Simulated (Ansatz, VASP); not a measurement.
One calculation of MgF2, two programs

```
Mg F
1.0
     4.63879    0.00000    0.00000
     0.00000    4.63879    0.00000
     0.00000    0.00000    3.06219
Mg F
2 4
Cartesian
  0.0000 0.0000 0.0000
  2.3194 2.3194 1.5311
  1.4073 1.4073 0.0000
  0.9121 3.7267 1.5311
  3.2315 3.2315 0.0000
  3.7267 0.9121 1.5311
```

Alike in both runs: functional PBEsol; k mesh 6 × 6 × 8; occupations gaussian, width 0.02 eV; no spin polarisation.

Ansatz relaxed the structure, and its values are those at the end. VASP's run is a single point on that final structure, the one shown.

|  | VASP | Ansatz |
| --- | --- | --- |
| version | VASP 6.6.1 | Ansatz 0.2.0 |
| potentials or method | VASP PAW PBE potentials, release 64 (Mg, F), cutoff 600 eV | scalar-relativistic, plane waves, PAW |
| valence electrons in the cell | 32 | 48 |

VASP gave:

| Quantity | Value |
| --- | --- |
| gap on the k mesh at the Fermi level (eV) | 6.86 |
| least direct gap on the mesh (eV) | 6.86 |
| pressure (GPa) | -1.0 |

Q: Estimate Ansatz's values.

A: gap on the k mesh at the Fermi level (eV): 6.89; least direct gap on the mesh (eV): 6.89; pressure (GPa): 0.0.

VASP's potentials were made for PBE, not for PBEsol. With one functional, cell and mesh, what is left measures potentials, basis and numerics. VASP's potentials hold 32 valence electrons a cell and Ansatz's 48, so a difference there can come from the potentials and not from the codes.
